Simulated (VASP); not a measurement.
# AlAs (F-43m) in VASP: a series of runs

Runs on AlAs. Level: PBE. Tasks: single point.

Everything below comes from runs of VASP 6.6.1. Logs are shortened: lines on timing, memory, paths and dates and some standing lists are left out, and cuts for length are marked.

## Step 1: The cell of the first run

It takes space group F-43m (No. 216, cubic). The conventional cell has a = 5.670 Å, b = 5.670 Å, c = 5.670 Å, α = 90.00°, β = 90.00°, γ = 90.00°. Within 3.2 Å of Al (site symmetry -43m) lie 4 As at 2.46 Å. As (site symmetry -43m) has 4 Al at 2.46 Å within 3.2 Å.

## Step 2: Single point, PBE (volume scaled by 0.97)

File INCAR:

```
  PREC = Accurate
  ENCUT = 500
  EDIFF = 1E-6
  ISMEAR = 0
  SIGMA = 0.02
  LREAL = False
  LASPH = True
  NELM = 120
  ALGO = Normal
  ISIF = 2
  LWAVE = False
  LCHARG = False
  GGA = PE
  NBANDS = 11
  GGA_COMPAT = False
```

File KPOINTS:

```
Automatic mesh
0
Gamma
  8 8 8
```

File POSCAR:

```
AlAs
1.0
    0.0000000000      2.8348772922      2.8348772922
    2.8348772922      0.0000000000      2.8348772922
    2.8348772922      2.8348772922      0.0000000000
Al As
1 1
Direct
    0.0000000000      0.0000000000      0.0000000000
    0.2500000000      0.2500000000      0.2500000000
```

Potentials or basis: VASP PAW PBE potentials, release 64 (Al, As).

Launch:

```bash
> cat potpaw_PBE.64/Al/POTCAR potpaw_PBE.64/As/POTCAR > POTCAR
> mpirun -np 1 vasp_std > vasp.out
```

OUTCAR:

```text
PREC = Accurate
   ENCUT = 500
   EDIFF = 1E-6
   ISMEAR = 0
   LREAL = False
   LASPH = True
   NELM = 120
   ISIF = 2
   GGA = PE

 ion  position               nearest neighbor table
   1  0.000  0.000  0.000-   2 2.46   2 2.46   2 2.46   2 2.46
   2  0.250  0.250  0.250-   1 2.46   1 2.46   1 2.46   1 2.46

  LATTYP: Found a face centered cubic cell.
 ALAT       =     5.6697545844

  Lattice vectors:

 A1 = (   0.0000000000,   2.8348772922,   2.8348772922)
 A2 = (   2.8348772922,   0.0000000000,   2.8348772922)
 A3 = (   2.8348772922,   2.8348772922,   0.0000000000)

Analysis of symmetry for initial positions (statically):
=====================================================================
 Subroutine PRICEL returns:
 Original cell was already a primitive cell.

 Routine SETGRP: Setting up the symmetry group for a
 face centered cubic supercell.

 Subroutine GETGRP returns: Found 24 space group operations
 (whereof 24 operations were pure point group operations)
 out of a pool of 48 trial point group operations.

The static configuration has the point symmetry T_d .

Analysis of symmetry for dynamics (positions and initial velocities):
=====================================================================
 Subroutine PRICEL returns:
 Original cell was already a primitive cell.

 Routine SETGRP: Setting up the symmetry group for a
 face centered cubic supercell.

 Subroutine GETGRP returns: Found 24 space group operations
 (whereof 24 operations were pure point group operations)
 out of a pool of 48 trial point group operations.

The dynamic configuration has the point symmetry T_d .

 Subroutine INISYM returns: Found 24 space group operations
 (whereof 24 operations are pure point group operations),
 and found     1 'primitive' translations

----------------------------------------------------------------------------------------

                                     Primitive cell

  volume of cell :      45.5651

  direct lattice vectors                    reciprocal lattice vectors
     0.000000000  2.834877292  2.834877292    -0.176374477  0.176374477  0.176374477
     2.834877292  0.000000000  2.834877292     0.176374477 -0.176374477  0.176374477
     2.834877292  2.834877292  0.000000000     0.176374477  0.176374477 -0.176374477

  length of vectors
     4.009121914  4.009121914  4.009121914     0.305489555  0.305489555  0.305489555

  position of ions in fractional coordinates (direct lattice)
     0.000000000  0.000000000  0.000000000
     0.250000000  0.250000000  0.250000000

  ion indices of the primitive-cell ions
   primitive index   ion index
                 1           1
                 2           2

----------------------------------------------------------------------------------------

 KPOINTS: Automatic mesh

Automatic generation of k-mesh.
 Grid dimensions read from file:
 generate k-points for:    8    8    8

 Generating k-lattice:

  Cartesian coordinates                     Fractional coordinates (reciprocal lattice)
    -0.022046810  0.022046810  0.022046810     0.125000000  0.000000000  0.000000000
     0.022046810 -0.022046810  0.022046810     0.000000000  0.125000000  0.000000000
     0.022046810  0.022046810 -0.022046810     0.000000000  0.000000000  0.125000000

  Length of vectors
     0.038186194  0.038186194  0.038186194

  Shift w.r.t. Gamma in fractional coordinates (k-lattice)
     0.000000000  0.000000000  0.000000000

 Subroutine IBZKPT returns following result:
 ===========================================

 Found     29 irreducible k-points:

 Following reciprocal coordinates:
            Coordinates               Weight
  0.000000  0.000000  0.000000      1.000000
  0.125000  0.000000  0.000000      8.000000
  0.250000  0.000000  0.000000      8.000000
  0.375000  0.000000  0.000000      8.000000
  0.500000  0.000000  0.000000      4.000000
  0.125000  0.125000  0.000000      6.000000
[... 16 lines left out ...]
  0.500000  0.250000  0.125000     48.000000
 -0.375000  0.250000  0.125000     24.000000
 [... further k-points ...]
   k-points           NKPTS =     29   k-points in BZ     NKDIM =     29   number of bands    NBANDS=     11
   number of dos      NEDOS =    301   number of ions     NIONS =      2
   total plane-waves  NPLWV =  27000
   dimension x,y,z NGX =    30 NGY =   30 NGZ =   30
   dimension x,y,z NGXF=    60 NGYF=   60 NGZF=   60
   ions per type =               1   1
   NGX,Y,Z   is equivalent  to a cutoff of  12.44, 12.44, 12.44 a.u.
   NGXF,Y,Z  is equivalent  to a cutoff of  24.88, 24.88, 24.88 a.u.
 SYSTEM =  unknown system
   PREC   = accura    normal or accurate (medium, high low for compatibility)
   ISTART =      0    job   : 0-new  1-cont  2-samecut
   ICHARG =      2    charge: 1-file 2-atom 10-const
   ISPIN  =      1    spin polarized calculation?
   LNONCOLLINEAR =      F non collinear calculations
   LSORBIT =      F    spin-orbit coupling
   LASPH  =      T    aspherical Exc in radial PAW
   ENCUT  =  500.0 eV  36.75 Ry    6.06 a.u.   7.31  7.31  7.31*2*pi/ulx,y,z
   NELM   =    120;   NELMIN=  2; NELMDL= -5     # of ELM steps
   EDIFF  = 0.1E-05   stopping-criterion for ELM
   LREAL  =      F    real-space projection
   EDIFFG = 0.1E-04   stopping-criterion for IOM
   NSW    =      0    number of steps for IOM
   IBRION =     -1    ionic relax: 0-MD 1-quasi-New 2-CG
   NFREE  =      0    steps in history (QN), initial steepest desc. (CG)
   ISIF   =      2    stress and relaxation
   ISYM   =      2    0-nonsym 1-usesym 2-fastsym
   POTIM  = 0.5000    time-step for ionic-motion
   TEBEG  =    0.0;   TEEND  =   0.0 temperature during run
   PSTRESS=    0.0 pullay stress
   NELECT =       8.0000    total number of electrons
   NUPDOWN=      -1.0000    fix difference up-down
   EMIN   =  10.00;   EMAX   =-10.00  energy-range for DOS
   EFERMI =   0.00;   METHOD = LEGACY
   ISMEAR =     0;   SIGMA  =   0.02  broadening in eV -4-tet -1-fermi 0-gaus
   EFERMI_NEDOS =   21; number of points for ismear=-14 and -15
   IALGO  =     38    algorithm
   IMIX   =      4    mixing-type and parameters
     AMIX     =   0.40;   BMIX     =  1.00
     AMIX_MAG =   1.60;   BMIX_MAG =  1.00
  volume/ion in A,a.u.               =      22.78       153.74
  Fermi-wavevector in a.u.,A,eV,Ry     =   0.916700  1.732312 11.433505  0.840339
  Thomas-Fermi vector in A             =   2.041585
   LORBIT       =      0    0 simple, 1 ext, 2 COOP (PROOUT), +10 PAW based schemes
   GGA     = PE    functional components
   LHFCALC =     F    Hartree Fock is set to
   AEXX    =    0.0000 exact exchange contribution
   IVDW    =     0    specifies the selected vdW correction
   LEPSILON=     F    determine dielectric tensor
   LRPA    =     F    only Hartree local field effects (RPA)
 non-spin polarized calculation
 Gauss-broadening in eV      SIGMA  =   0.02
  energy-cutoff  :      500.00
  volume of cell :       45.57
 maximum number of plane-waves:      1174
 NGX is ok and might be reduce to    30
   NGX = 15   NGY = 15   NGZ = 15

 number of electron       8.0000000 magnetization

 Free energy of the ion-electron system (eV)
  ---------------------------------------------------
  ext. energy  EPLUGINS =         0.00000000
  ---------------------------------------------------
  free energy    TOTEN  =        -9.37685480 eV

  energy without entropy =       -9.37685480  energy(sigma->0) =       -9.37685480

 E-fermi :   3.9808     XC(G=0):  -9.0232

 val. band max:        3.8491950957   @ k =   0.0000   0.0000   0.0000
 cond. band min:       5.2921280683   @ k =   0.5000   0.5000   0.0000
 fundamental gap:      1.4429329726
 Fermi energy:         3.9808223982

 k-point     1 :       0.0000    0.0000    0.0000
  band No.  band energies     occupation
      1      -7.9891      2.00000
      2       3.8492      2.00000
      3       3.8492      2.00000
      4       3.8492      2.00000
      5       5.8726      0.00000
      6       8.1283      0.00000
      7       8.1283      0.00000
      8       8.1283      0.00000
      9      12.6945      0.00000
     10      12.8513      0.00000
     11      12.8513      0.00000

 k-point     2 :       0.1250    0.0000    0.0000
  band No.  band energies     occupation
      1      -7.8371      2.00000
      2       2.4239      2.00000
      3       3.6887      2.00000
      4       3.6887      2.00000
      5       6.6213      0.00000
      6       8.4093      0.00000
      7       8.4093      0.00000
      8       8.5308      0.00000
      9      12.2516      0.00000
     10      12.2516      0.00000
     11      13.4147      0.00000

 k-point     3 :       0.2500    0.0000    0.0000
  band No.  band energies     occupation
      1      -7.4153      2.00000
      2       0.4723      2.00000
      3       3.3720      2.00000
      4       3.3720      2.00000
      5       6.4473      0.00000
      6       8.7515      0.00000
      7       8.7515      0.00000
      8      10.2764      0.00000
      9      12.1478      0.00000
     10      12.1478      0.00000
     11      13.2331      0.00000

 k-point     4 :       0.3750    0.0000    0.0000
  band No.  band energies     occupation
      1      -6.8700      2.00000
      2      -1.0694      2.00000
      3       3.1190      2.00000
      4       3.1190      2.00000
      5       6.1043      0.00000
      6       8.6408      0.00000
      7       8.6408      0.00000
      8      11.5489      0.00000
      9      13.4394      0.00000
     10      13.4394      0.00000
     11      13.5609      0.00000
[... 239 lines left out ...]
 k-point    22 :       0.3750    0.2500    0.1250
  band No.  band energies     occupation
      1      -7.0624      2.00000
      2       0.0930      2.00000
      3       1.9047      2.00000
      4       2.8771      2.00000
      5       7.4384      0.00000
      6       8.1054      0.00000
      7       9.1469      0.00000
      8      10.3609      0.00000
      9      12.0096      0.00000
     10      14.2698      0.00000
     11      15.8537      0.00000

 k-point    23 :       0.5000    0.2500    0.1250
  band No.  band energies     occupation
      1      -6.5717      2.00000
      2      -0.9171      2.00000
      3       1.3214      2.00000
      4       2.4972      2.00000
      5       7.5209      0.00000
      6       8.3007      0.00000
      7       9.6243      0.00000
      8      10.7010      0.00000
      9      13.1727      0.00000
     10      14.3806      0.00000
     11      16.0041      0.00000

 k-point    24 :      -0.3750    0.2500    0.1250
  band No.  band energies     occupation
      1      -6.3183      2.00000
      2      -1.3952      2.00000
      3       1.1707      2.00000
      4       2.3149      2.00000
      5       7.5079      0.00000
      6       8.0895      0.00000
      7      10.5111      0.00000
      8      11.4746      0.00000
      9      12.1904      0.00000
     10      14.8425      0.00000
     11      16.1204      0.00000

 [... further k-points ...]
[... 5 lines left out ...]
  --------------------------------------------------------------------------------------
  -------------------------------------------------------------------------------------
  Total        0.6830371      0.6830371      0.6830371      0.0000000      0.0000000      0.0000000
  in kB       24.0171828     24.0171828     24.0171828      0.0000000      0.0000000      0.0000000
  external PRESSURE =      24.0171828 kB  Pullay stress =       0.0000000 kB

 VOLUME and BASIS-vectors are now :
 -----------------------------------------------------------------------------
  energy-cutoff  :      500.00
  volume of cell :       45.57
      direct lattice vectors                 reciprocal lattice vectors
     0.000000000  2.834877292  2.834877292    -0.176374477  0.176374477  0.176374477
     2.834877292  0.000000000  2.834877292     0.176374477 -0.176374477  0.176374477
     2.834877292  2.834877292  0.000000000     0.176374477  0.176374477 -0.176374477

 POSITION                                       TOTAL-FORCE (eV/Angst)
 -----------------------------------------------------------------------------------
      0.00000      0.00000      0.00000         0.000000      0.000000     -0.000000
      1.41744      1.41744      1.41744        -0.000000     -0.000000      0.000000
 -----------------------------------------------------------------------------------
    total drift:                               -0.000000     -0.000000     -0.000000

  FREE ENERGIE OF THE ION-ELECTRON SYSTEM (eV)
  ---------------------------------------------------
  free  energy   TOTEN  =        -9.3768548026 eV

  energy  without entropy=       -9.3768548026  energy(sigma->0) =       -9.37685480
```

Wall time 12 s (1 thread of Intel Xeon 6975P-C, shared host); peak memory 0.17 GiB.

What came out:

| Item | Value |
| --- | --- |
| Free energy | -9.3769 eV |
| Pressure | 2.4 GPa |
| Band gap on the k mesh | 1.44 eV, indirect (least direct gap 2.02 eV) |

Levels at points of the mesh, in eV from the valence-band top:
```
           k point  band 2  band 3  band 4  band 5  band 6  band 7
(0.00, 0.00, 0.00)    0.00    0.00    0.00    2.02    4.28    4.28
(0.50, 0.00, 0.00)   -5.55   -0.82   -0.82    2.13    4.68    4.68
(0.50, 0.50, 0.00)   -5.42   -2.16   -2.16    1.44    2.29   10.30
```

Caveat: the cell differs from its parent crystal (volume scaled by 0.97).

## Step 3: Single point, PBE (volume scaled by 0.94)

File INCAR:

```
SYSTEM = AlAs
PREC = Accurate
ENCUT = 500
EDIFF = 1E-6
ISMEAR = 0
SIGMA = 0.02
LREAL = .False.
LASPH = .True.
NELM = 120
ALGO = Normal
ISIF = 2
LWAVE = .False.
LCHARG = .False.
GGA = PE
NBANDS = 11
GGA_COMPAT = .False.
```

File KPOINTS:

```
regular mesh
0
Gamma
  8 8 8
  0 0 0
```

File POSCAR:

```
AlAs
1.0
    0.0000000000      2.8053451728      2.8053451728
    2.8053451728      0.0000000000      2.8053451728
    2.8053451728      2.8053451728      0.0000000000
Al As
1 1
Direct
    0.0000000000      0.0000000000      0.0000000000
    0.2500000000      0.2500000000      0.2500000000
```

Potentials or basis: VASP PAW PBE potentials, release 64 (Al, As).

Launch:

```bash
> cat potpaw_PBE.64/Al/POTCAR potpaw_PBE.64/As/POTCAR > POTCAR
> mpirun -np 1 vasp_std > vasp.out
```

Run time: 10 s. Hardware: 1 thread of Intel Xeon 6975P-C, shared host; peak memory 0.17 GiB.

It converged, with:

| Item | Value |
| --- | --- |
| Free energy | -9.3446 eV |
| Pressure | 5.0 GPa |
| Band gap on the k mesh | 1.39 eV, indirect (least direct gap 2.28 eV) |

Levels at points of the mesh, in eV from the valence-band top:
```csv
k point,band 1,band 2,band 3,band 4,band 5,band 6,band 7,band 8,band 9
"(0.00, 0.00, 0.00)",-12.02,0.00,0.00,0.00,2.28,4.33,4.33,4.33,9.02
"(0.50, 0.00, 0.00)",-10.53,-5.69,-0.84,-0.84,2.24,4.70,4.70,7.80,11.42
"(0.50, 0.50, 0.00)",-9.96,-5.53,-2.23,-2.23,1.39,2.29,10.54,10.54,12.07
```

Caveat: the cell differs from its parent crystal (volume scaled by 0.94).

## Step 4: Single point, PBE

This run uses another cell than the first one, of 23.49 Å³/atom, 1.031 times its volume.

File INCAR:

```
PREC     = Accurate       # precision mode
ENCUT    = 500            # plane-wave cutoff, eV
EDIFF    = 1E-6           # SCF threshold, eV
ISMEAR   = 0              # smearing method
SIGMA    = 0.02           # smearing width, eV
LREAL    = False          # projectors in reciprocal space
LASPH    = True           # aspherical terms in the spheres
NELM     = 120            # most SCF steps
ALGO     = Normal         # electronic algorithm
ISIF     = 2              # what is computed and relaxed
LWAVE    = False          # write WAVECAR
LCHARG   = True           # write CHGCAR
GGA      = PE             # functional
LELF     = True           # ELF
LVHAR    = True         
NBANDS   = 11             # bands
GGA_COMPAT= False
```

File KPOINTS:

```
Automatic mesh
0
Gamma
  8 8 8
```

File POSCAR:

```
AlAs
1.0
    0.0000000000      2.8638066096      2.8638066096
    2.8638066096      0.0000000000      2.8638066096
    2.8638066096      2.8638066096      0.0000000000
Al As
1 1
Direct
    0.0000000000      0.0000000000      0.0000000000
    0.2500000000      0.2500000000      0.2500000000
```

Launch:

```bash
> cat potpaw_PBE.64/Al/POTCAR potpaw_PBE.64/As/POTCAR > POTCAR
> mpirun -np 1 vasp_std > vasp.out
```

It took 12 s on 1 thread of Intel Xeon 6975P-C, shared host; peak memory 0.17 GiB.

The run converged. Its results:

```
Free energy            : -9.3880 eV
Pressure               : 0.2 GPa
Band gap on the k mesh : 1.49 eV, indirect (least direct gap 1.78 eV)
```

Levels at points of the mesh, in eV from the valence-band top:
```
           k point  band 2  band 3  band 4  band 5  band 6  band 7
(0.00, 0.00, 0.00)    0.00    0.00    0.00    1.78    4.23    4.23
(0.50, 0.00, 0.00)   -5.42   -0.80   -0.80    2.01    4.65    4.65
(0.50, 0.50, 0.00)   -5.31   -2.10   -2.10    1.49    2.29   10.06
```

A k mesh can miss the band edges.

## Step 5: Single point, PBE (volume scaled by 1.03)

File INCAR:

```
SYSTEM = AlAs
PREC = Accurate ; ENCUT = 500
EDIFF = 1E-6 ; ISMEAR = 0
SIGMA = 0.02 ; LREAL = .FALSE.
LASPH = .TRUE. ; NELM = 120
ALGO = Normal ; ISIF = 2
LWAVE = .FALSE. ; LCHARG = .FALSE.
GGA = PE ; NBANDS = 11
GGA_COMPAT = .FALSE.
```

File KPOINTS:

```
Automatic mesh
0
G
  8 8 8
  0 0 0
```

File POSCAR:

```
AlAs
1.0
    0.0000000000      2.8921629746      2.8921629746
    2.8921629746      0.0000000000      2.8921629746
    2.8921629746      2.8921629746      0.0000000000
Al As
1 1
Direct
    0.0000000000      0.0000000000      0.0000000000
    0.2500000000      0.2500000000      0.2500000000
```

Launch:

```bash
> cat potpaw_PBE.64/Al/POTCAR potpaw_PBE.64/As/POTCAR > POTCAR
> mpirun -np 1 vasp_std > vasp.out
```

It took 14 s on 1 thread of Intel Xeon 6975P-C, shared host; peak memory 0.17 GiB.

Results (log left out):

- Free energy: -9.3811 eV
- Pressure: -1.7 GPa
- Band gap on the k mesh: 1.54 eV, indirect (least direct gap 1.56 eV)

Levels at points of the mesh, in eV from the valence-band top:
| k point | band 1 | band 2 | band 3 | band 4 | band 5 | band 6 | band 7 | band 8 |
| --- | --- | --- | --- | --- | --- | --- | --- | --- |
| (0.00, 0.00, 0.00) | -11.52 | 0.00 | 0.00 | 0.00 | 1.56 | 4.18 | 4.18 | 4.18 |
| (0.50, 0.00, 0.00) | -10.24 | -5.30 | -0.78 | -0.78 | 1.91 | 4.63 | 4.63 | 7.62 |
| (0.50, 0.50, 0.00) | -9.75 | -5.21 | -2.03 | -2.03 | 1.54 | 2.28 | 9.83 | 9.83 |

Caveat: the cell differs from its parent crystal (volume scaled by 1.03). A k mesh can miss the band edges.

(Continued in part 2 of 2.)
